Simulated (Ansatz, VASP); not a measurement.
# One calculation of SnSe2, two programs

```xyz
3
Lattice="3.8252 0.0000 0.0000 -1.9126 3.3127 0.0000 0.0000 0.0000 6.2271" Properties=species:S:1:pos:R:3 pbc="T T T"
Sn    0.0000    0.0000    0.0000
Se    0.0000    2.2085    1.5759
Se    1.9126    1.1042    4.6511
```

Alike in both runs: task single point; functional r2SCAN; k mesh 12 × 12 × 4; no spin polarisation.

```csv
,VASP,Ansatz
version,VASP 6.6.1,Ansatz 0.2.0
potentials or method,"VASP PAW PBE potentials, release 64 (Sn_d, Se)","plane waves, PAW"
plane-wave cutoff (eV),520,500
occupations,"gaussian, width 0.01 eV",fixed
valence electrons in the cell,26,46
```

|  | VASP | Ansatz | Ansatz less VASP |
| --- | --- | --- | --- |
| gap on the k mesh at the Fermi level (eV) | 1.01 | 1.01 | -0.001 |
| pressure (GPa) | 1.0 | 0.9 | -0.05 |
| rms of the force components (eV/Å) | 0.007 | 0.014 | +0.0062 |

VASP's potentials were made for PBE, not for r2SCAN. Atom by atom the forces differ by 0.006 eV/Å (rms over components). VASP's potentials hold 26 valence electrons a cell and Ansatz's 46, so a difference there can come from the potentials and not from the codes.
